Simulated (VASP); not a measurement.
# Sb (R-3m) in VASP: further runs

Sb is run at these levels: LDA; tasks: single point.

Program: VASP 6.6.1. These are calculated values, not measurements. Logs are shortened: lines on timing, memory, paths and dates and some standing lists are left out, and cuts for length are marked.

### Step 1. The cell of the first run

It takes space group R-3m (No. 166, trigonal). The conventional cell has a = 4.291 Å, b = 4.291 Å, c = 10.976 Å, α = 90.00°, β = 90.00°, γ = 120.00°. Within 3.8 Å of Sb (site symmetry 3m) lie 6 Sb at 2.91 to 3.27 Å.

### Step 2. Single point, LDA

INCAR reads:

```
SYSTEM = Sb
ALGO = Normal
EDIFF = 1E-7
ENCUT = 520
ISIF = 2
ISMEAR = -1
LASPH = .True.
LCHARG = .False.
LREAL = .False.
LWAVE = .False.
NBANDS = 12
NELM = 80
PREC = Accurate
SIGMA = 0.1
```

KPOINTS reads:

```
k-points
0
Gamma
  15 15 15
  0 0 0
```

POSCAR reads:

```
Sb
1.0
    2.1456002536      1.2387628840      3.6587425366
   -2.1456002536      1.2387628840      3.6587425366
    0.0000000000     -2.4775257680      3.6587425366
Sb
2
Direct
    0.2359371474      0.2359371474      0.2359371474
    0.7640628526      0.7640628526      0.7640628526
```

Potentials or basis: VASP PAW LDA potentials, release 64 (Sb).

On the command line:

```sh
$ cat potpaw_LDA.64/Sb/POTCAR > POTCAR
$ mpirun -np 1 vasp_std > vasp.out
```

OUTCAR:

```text
SYSTEM = Sb
   EDIFF = 1E-7
   ENCUT = 520
   ISIF = 2
   ISMEAR = -1
   LASPH = .True.
   LREAL = .False.
   NELM = 80
   PREC = Accurate

 ion  position               nearest neighbor table
   1  0.236  0.236  0.236-   2 2.91   2 2.91   2 2.91   2 3.27   2 3.27   2 3.27
   2  0.764  0.764  0.764-   1 2.91   1 2.91   1 2.91   1 3.27   1 3.27   1 3.27

  LATTYP: Found a trigonal (rhomboedric) cell.
 ALAT       =     4.4186571354
 COS(alpha) =     0.5284290848

  Lattice vectors:

 A1 = (   2.1456002536,   1.2387628840,   3.6587425366)
 A2 = (  -2.1456002536,   1.2387628840,   3.6587425366)
 A3 = (   0.0000000000,  -2.4775257680,   3.6587425366)

Analysis of symmetry for initial positions (statically):
=====================================================================
 Subroutine PRICEL returns:
 Original cell was already a primitive cell.

 Routine SETGRP: Setting up the symmetry group for a
 trigonal (rhombohedral) supercell.

 Subroutine GETGRP returns: Found 12 space group operations
 (whereof 12 operations were pure point group operations)
 out of a pool of 12 trial point group operations.

The static configuration has the point symmetry D_3d.

Analysis of symmetry for dynamics (positions and initial velocities):
=====================================================================
 Subroutine PRICEL returns:
 Original cell was already a primitive cell.

 Routine SETGRP: Setting up the symmetry group for a
 trigonal (rhombohedral) supercell.

 Subroutine GETGRP returns: Found 12 space group operations
 (whereof 12 operations were pure point group operations)
 out of a pool of 12 trial point group operations.

The dynamic configuration has the point symmetry D_3d.

 Subroutine INISYM returns: Found 12 space group operations
 (whereof 12 operations are pure point group operations),
 and found     1 'primitive' translations

----------------------------------------------------------------------------------------

                                     Primitive cell

  volume of cell :      58.3472

  direct lattice vectors                    reciprocal lattice vectors
     2.145600254  1.238762884  3.658742537     0.233035021  0.134542832  0.091105982
    -2.145600254  1.238762884  3.658742537    -0.233035021  0.134542832  0.091105982
     0.000000000 -2.477525768  3.658742537     0.000000000 -0.269085664  0.091105982

  length of vectors
     4.418657135  4.418657135  4.418657135     0.284090469  0.284090469  0.284090469

  position of ions in fractional coordinates (direct lattice)
     0.235937147  0.235937147  0.235937147
     0.764062853  0.764062853  0.764062853

  ion indices of the primitive-cell ions
   primitive index   ion index
                 1           1
                 2           2

----------------------------------------------------------------------------------------

 KPOINTS: k-points

Automatic generation of k-mesh.
 Grid dimensions read from file:
 generate k-points for:   15   15   15

 Generating k-lattice:

  Cartesian coordinates                     Fractional coordinates (reciprocal lattice)
     0.015535668  0.008969522  0.006073732     0.066666667  0.000000000  0.000000000
    -0.015535668  0.008969522  0.006073732     0.000000000  0.066666667  0.000000000
     0.000000000 -0.017939044  0.006073732     0.000000000  0.000000000  0.066666667

  Length of vectors
     0.018939365  0.018939365  0.018939365

  Shift w.r.t. Gamma in fractional coordinates (k-lattice)
     0.000000000  0.000000000  0.000000000

 Subroutine IBZKPT returns following result:
 ===========================================

 Found    344 irreducible k-points:

 Following reciprocal coordinates:
            Coordinates               Weight
  0.000000  0.000000  0.000000      1.000000
  0.066667  0.000000  0.000000      6.000000
  0.133333  0.000000  0.000000      6.000000
  0.200000  0.000000  0.000000      6.000000
  0.266667  0.000000  0.000000      6.000000
  0.333333 -0.000000  0.000000      6.000000
[... 16 lines left out ...]
  0.133333  0.133333  0.000000      6.000000
  0.200000  0.133333  0.000000     12.000000
 [... further k-points ...]
   k-points           NKPTS =    344   k-points in BZ     NKDIM =    344   number of bands    NBANDS=     12
   number of dos      NEDOS =    301   number of ions     NIONS =      2
   total plane-waves  NPLWV =  46656
   dimension x,y,z NGX =    36 NGY =   36 NGZ =   36
   dimension x,y,z NGXF=    72 NGYF=   72 NGZF=   72
   ions per type =               2
   NGX,Y,Z   is equivalent  to a cutoff of  13.54, 13.54, 13.54 a.u.
   NGXF,Y,Z  is equivalent  to a cutoff of  27.09, 27.09, 27.09 a.u.
 SYSTEM =  Sb
   PREC   = accura    normal or accurate (medium, high low for compatibility)
   ISTART =      0    job   : 0-new  1-cont  2-samecut
   ICHARG =      2    charge: 1-file 2-atom 10-const
   ISPIN  =      1    spin polarized calculation?
   LNONCOLLINEAR =      F non collinear calculations
   LSORBIT =      F    spin-orbit coupling
   LASPH  =      T    aspherical Exc in radial PAW
   ENCUT  =  520.0 eV  38.22 Ry    6.18 a.u.   8.22  8.22  8.22*2*pi/ulx,y,z
   NELM   =     80;   NELMIN=  2; NELMDL= -5     # of ELM steps
   EDIFF  = 0.1E-06   stopping-criterion for ELM
   LREAL  =      F    real-space projection
   EDIFFG = 0.1E-05   stopping-criterion for IOM
   NSW    =      0    number of steps for IOM
   IBRION =     -1    ionic relax: 0-MD 1-quasi-New 2-CG
   NFREE  =      0    steps in history (QN), initial steepest desc. (CG)
   ISIF   =      2    stress and relaxation
   ISYM   =      2    0-nonsym 1-usesym 2-fastsym
   POTIM  = 0.5000    time-step for ionic-motion
   TEBEG  =    0.0;   TEEND  =   0.0 temperature during run
   PSTRESS=    0.0 pullay stress
   NELECT =      10.0000    total number of electrons
   NUPDOWN=      -1.0000    fix difference up-down
   EMIN   =  10.00;   EMAX   =-10.00  energy-range for DOS
   EFERMI =   0.00;   METHOD = LEGACY
   ISMEAR =    -1;   SIGMA  =   0.10  broadening in eV -4-tet -1-fermi 0-gaus
   EFERMI_NEDOS =   21; number of points for ismear=-14 and -15
   IALGO  =     38    algorithm
   IMIX   =      4    mixing-type and parameters
     AMIX     =   0.40;   BMIX     =  1.00
     AMIX_MAG =   1.60;   BMIX_MAG =  1.00
  volume/ion in A,a.u.               =      29.17       196.87
  Fermi-wavevector in a.u.,A,eV,Ry     =   0.909358  1.718437 11.251088  0.826932
  Thomas-Fermi vector in A             =   2.033393
   LORBIT       =      0    0 simple, 1 ext, 2 COOP (PROOUT), +10 PAW based schemes
   GGA     = CA    functional components
   LHFCALC =     F    Hartree Fock is set to
   AEXX    =    0.0000 exact exchange contribution
   IVDW    =     0    specifies the selected vdW correction
   LEPSILON=     F    determine dielectric tensor
   LRPA    =     F    only Hartree local field effects (RPA)
 non-spin polarized calculation
  energy-cutoff  :      520.00
  volume of cell :       58.35
 maximum number of plane-waves:      1588
 NGX is ok and might be reduce to    36
   NGX = 17   NGY = 17   NGZ = 17

 number of electron      10.0000000 magnetization

 Free energy of the ion-electron system (eV)
  ---------------------------------------------------
  ext. energy  EPLUGINS =         0.00000000
  ---------------------------------------------------
  free energy    TOTEN  =        -9.63105949 eV

  energy without entropy =       -9.61869081  energy(sigma->0) =       -9.62487515

 E-fermi :   7.4752     XC(G=0):  -9.8714

 val. band max:        7.4726237059   @ k =   0.4000   0.0667   0.0667
 cond. band min:       7.5149043013   @ k =  -0.4667   0.4667   0.4000
 fundamental gap:      0.0422805954
 Fermi energy:         7.4752431376

 k-point     1 :       0.0000    0.0000    0.0000
  band No.  band energies     occupation
      1      -5.3839      2.00000
      2       2.8710      2.00000
      3       5.5297      2.00000
      4       5.6879      2.00000
      5       5.6879      2.00000
      6       9.8678      0.00000
      7      10.3740      0.00000
      8      10.3740      0.00000
      9      12.4849      0.00000
     10      12.4849      0.00000
     11      12.6557      0.00000
     12      14.0657      0.00000

 k-point     2 :       0.0667    0.0000    0.0000
  band No.  band energies     occupation
      1      -5.3336      2.00000
      2       2.6061      2.00000
      3       5.5499      2.00000
      4       5.6819      2.00000
      5       5.8185      2.00000
      6       9.8153      0.00000
      7      10.2271      0.00000
      8      10.2273      0.00000
      9      12.2695      0.00000
     10      12.4942      0.00000
     11      12.5485      0.00000
     12      14.4554      0.00000

 k-point     3 :       0.1333    0.0000    0.0000
  band No.  band energies     occupation
      1      -5.1830      2.00000
      2       1.9634      2.00000
      3       5.5662      2.00000
      4       5.6682      2.00000
      5       6.1160      2.00000
      6       9.6004      0.00000
      7       9.8356      0.00000
      8       9.8523      0.00000
      9      12.0345      0.00000
     10      12.5290      0.00000
     11      12.6565      0.00000
     12      15.2874      0.00000
[... 286 lines left out ...]
 k-point    23 :       0.1333    0.1333    0.0000
  band No.  band energies     occupation
      1      -5.1255      2.00000
      2       1.8973      2.00000
      3       5.0730      2.00000
      4       5.2427      2.00000
      5       7.0435      1.97369
      6       8.3975      0.00020
      7      10.0902      0.00000
      8      10.7240      0.00000
      9      11.8358      0.00000
     10      13.0031      0.00000
     11      13.2455      0.00000
     12      14.6157      0.00000

 k-point    24 :       0.2000    0.1333    0.0000
  band No.  band energies     occupation
      1      -4.9481      2.00000
      2       1.4302      2.00000
      3       4.8799      2.00000
      4       5.1149      2.00000
      5       7.1056      1.95159
      6       8.1958      0.00148
      7      10.0741      0.00000
      8      10.7026      0.00000
      9      11.6198      0.00000
     10      13.3863      0.00000
     11      13.6300      0.00000
     12      15.0107      0.00000

 [... further k-points ...]
[... 5 lines left out ...]
  --------------------------------------------------------------------------------------
  -------------------------------------------------------------------------------------
  Total        0.1189457      0.1189457      0.0689205      0.0000000      0.0000000      0.0000000
  in kB        3.2661724      3.2661724      1.8925124      0.0000000      0.0000000      0.0000000
  external PRESSURE =       2.8082858 kB  Pullay stress =       0.0000000 kB

 VOLUME and BASIS-vectors are now :
 -----------------------------------------------------------------------------
  energy-cutoff  :      520.00
  volume of cell :       58.35
      direct lattice vectors                 reciprocal lattice vectors
     2.145600254  1.238762884  3.658742537     0.233035021  0.134542832  0.091105982
    -2.145600254  1.238762884  3.658742537    -0.233035021  0.134542832  0.091105982
     0.000000000 -2.477525768  3.658742537     0.000000000 -0.269085664  0.091105982

 POSITION                                       TOTAL-FORCE (eV/Angst)
 -----------------------------------------------------------------------------------
      0.00000      0.00000      2.58970         0.000000      0.000000      0.093862
      0.00000      0.00000      8.38653         0.000000      0.000000     -0.093862
 -----------------------------------------------------------------------------------
    total drift:                               -0.000000      0.000000     -0.000000

  FREE ENERGIE OF THE ION-ELECTRON SYSTEM (eV)
  ---------------------------------------------------
  free  energy   TOTEN  =        -9.6310594913 eV

  energy  without entropy=       -9.6186908062  energy(sigma->0) =       -9.62487515
```

Run time: 3.1 min. Hardware: 1 thread of AMD EPYC 7R43 (Zen 3), shared host; peak memory 0.29 GiB.

What came out:

```
Free energy            : -9.6311 eV
Pressure               : 0.3 GPa
Largest force          : 0.094 eV/Å
Band gap on the k mesh : zero (band 5 reaches 7.60 eV, above the bottom of band 6 at 7.44 eV)
```

Forces in eV/Å, atoms in the order of the input:
```
Sb   0.000  0.000  0.094
Sb   0.000  0.000 -0.094
```

Levels at points of the mesh, in eV from the Fermi level:
```csv
k point,band 3,band 4,band 5,band 6,band 7,band 8
"(0.00, 0.00, 0.00)",-1.95,-1.79,-1.79,2.39,2.90,2.90
```

Caveat: spin-orbit coupling is left out, which moves the levels of the heavy elements.

### Step 3. Single point, LDA

INCAR reads:

```
ALGO = Normal
EDIFF = 1E-6
ENCUT = 520
ISIF = 2
ISMEAR = -1
LASPH = True
LCHARG = False
LREAL = False
LWAVE = False
NBANDS = 12
NELM = 80
PREC = Accurate
SIGMA = 0.1
```

KPOINTS reads:

```
k-points
0
Gamma
  2 2 2
```

POSCAR is that of step 2.

Potentials or basis: VASP PAW LDA potentials, release 64 (Sb).

On the command line:

```sh
$ cat potpaw_LDA.64/Sb/POTCAR > POTCAR
$ mpirun -np 1 vasp_std > vasp.out
```

It took 8.1 s on 1 thread of AMD EPYC 7R13, shared host; peak memory 0.13 GiB.

It converged, with:

- Free energy: -7.5289 eV
- Pressure: 6.5 GPa
- Largest force: 2.037 eV/Å
- Band gap on the k mesh: 0.17 eV, direct

Forces in eV/Å, atoms in the order of the input:
```
Sb   0.000  0.000 -2.037
Sb   0.000  0.000  2.037
```

Stress tensor (GPa, compression positive):
```
6.42 0.00 0.00
0.00 6.42 0.00
0.00 0.00 6.69
```

Levels at points of the mesh, in eV from the valence-band top:
```tsv
k point	band 1	band 2	band 3	band 4	band 5	band 6	band 7	band 8	band 9	band 10
(0.00, 0.00, 0.00)	-12.59	-4.35	-1.72	-1.52	-1.52	2.77	3.14	3.14	5.15	5.15
(0.50, 0.00, 0.00)	-10.08	-9.54	-1.41	-1.31	-0.09	0.17	0.45	0.46	8.09	8.77
(0.50, 0.50, 0.00)	-10.10	-7.56	-5.47	-3.60	-3.50	1.84	5.41	5.82	7.56	9.00
(0.50, 0.50, 0.50)	-10.71	-9.08	-0.91	-0.91	0.00	0.17	0.17	1.14	7.62	9.06
```

Caveat: the k points lie up to 0.89 Å⁻¹ apart; spin-orbit coupling is left out, which moves the levels of the heavy elements; forces of over 1 eV/Å act on the atoms, so gaps and moduli don't describe the material at rest. A k mesh can miss the band edges.

(Continued in part 2 of 2.)
